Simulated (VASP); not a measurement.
A run of VASP 6.6.1 is set up as follows.

File INCAR:

```
SYSTEM = LiCl
ALGO = Normal
EDIFF = 1E-7
ENCUT = 520
GGA = PS
ISIF = 2
ISMEAR = 0
LASPH = .TRUE.
LCHARG = .FALSE.
LREAL = .FALSE.
LWAVE = .FALSE.
NBANDS = 12
NELM = 100
PREC = Accurate
SIGMA = 0.05
```

The input KPOINTS:

```
k-points
0
G
  8 8 8
  0 0 0
```

POSCAR

```
LiCl
1.0
    0.0000000000      2.5647600000      2.5647600000
    2.5647600000      0.0000000000      2.5647600000
    2.5647600000      2.5647600000      0.0000000000
Li Cl
1 1
Direct
    0.0000000000      0.0000000000      0.0000000000
    0.5000000000      0.5000000000      0.5000000000
```

Potentials or basis: VASP PAW PBE potentials, release 64 (Li_sv, Cl).

Run with:

```console
$ cat potpaw_PBE.64/Li_sv/POTCAR potpaw_PBE.64/Cl/POTCAR > POTCAR
$ mpirun -np 1 vasp_std > vasp.out
```

(1) What does it give for the band gap on the k mesh?

## Answers

(1) 6.14 eV, direct.
